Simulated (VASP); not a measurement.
Write the native input for VASP 6.6.1 that does the following.

```
Task                   : single point
Functional             : r2SCAN
Potentials or basis    : VASP PAW PBE potentials, release 64 (Fe)
Cutoff                 : 520 eV
k mesh                 : 14 × 14 × 14
Occupations            : fermi-dirac, width 0.1 eV
Spin                   : collinear spin, ferromagnetic start
Starting moments       : [3.08] μB
Fixed moment           : 3.08 μB
Dipole correction      : no
Further INCAR settings : ALGO = Normal; EDIFF = 1e-07; NBANDS = 14
```

The system is Fe.

```xyz
1
Lattice="-1.4640 1.4640 1.4640 1.4640 -1.4640 1.4640 1.4640 1.4640 -1.4640" Properties=species:S:1:pos:R:3 pbc="T T T"
Fe    0.0000    0.0000    0.0000
```

One way to write it, as run:

POSCAR

```
Fe
1.0
   -1.4640000000      1.4640000000      1.4640000000
    1.4640000000     -1.4640000000      1.4640000000
    1.4640000000      1.4640000000     -1.4640000000
Fe
1
Direct
    0.0000000000      0.0000000000      0.0000000000
```

INCAR.step1

```
SYSTEM = Fe
PREC = Accurate
ENCUT = 520
ISMEAR = -1
SIGMA = 0.1
LREAL = .False.
LASPH = .True.
NELM = 150
ISPIN = 2
MAGMOM = 3.08
NUPDOWN = 3.08
LMAXMIX = 4
NBANDS = 14
GGA = PE
ALGO = Normal
EDIFF = 1E-4
LWAVE = .True.
LCHARG = .False.
```

INCAR.step2

```
SYSTEM = Fe
PREC = Accurate
ENCUT = 520
EDIFF = 1E-7
ISMEAR = -1
SIGMA = 0.1
LREAL = .False.
LASPH = .True.
NELM = 150
ALGO = Normal
ISIF = 2
LWAVE = .False.
LCHARG = .True.
ISPIN = 2
MAGMOM = 3.08
LORBIT = 11
NUPDOWN = 3.08
LMAXMIX = 4
METAGGA = R2SCAN
LMIXTAU = .True.
LELF = .True.
LVHAR = .True.
NBANDS = 14
ISTART = 1
```

KPOINTS

```
Automatic mesh
0
Gamma
  14 14 14
  0 0 0
```

Potentials or basis: VASP PAW PBE potentials, release 64 (Fe).

The run is started by

```sh
$ cat potpaw_PBE.64/Fe/POTCAR > POTCAR
$ cp INCAR.step1 INCAR
$ mpirun -np 1 vasp_std > vasp.out
$ cp INCAR.step2 INCAR
$ mpirun -np 1 vasp_std > vasp.out
```

It gave:

The pressure is -0.3 GPa, the net moment is 3.08 μB per cell and the site moments are Fe +3.12 μB. The valence electrons inside the program's atomic spheres are Fe 7.06.

Caveat: the PAW data sets were made with another functional, which shifts forces and pressure a little; the total moment is fixed, so each spin has its own Fermi level.

It took 2.7 min on 1 thread of AMD EPYC 9R45 (Zen 5), with other jobs on the host, peak memory 0.12 GiB.
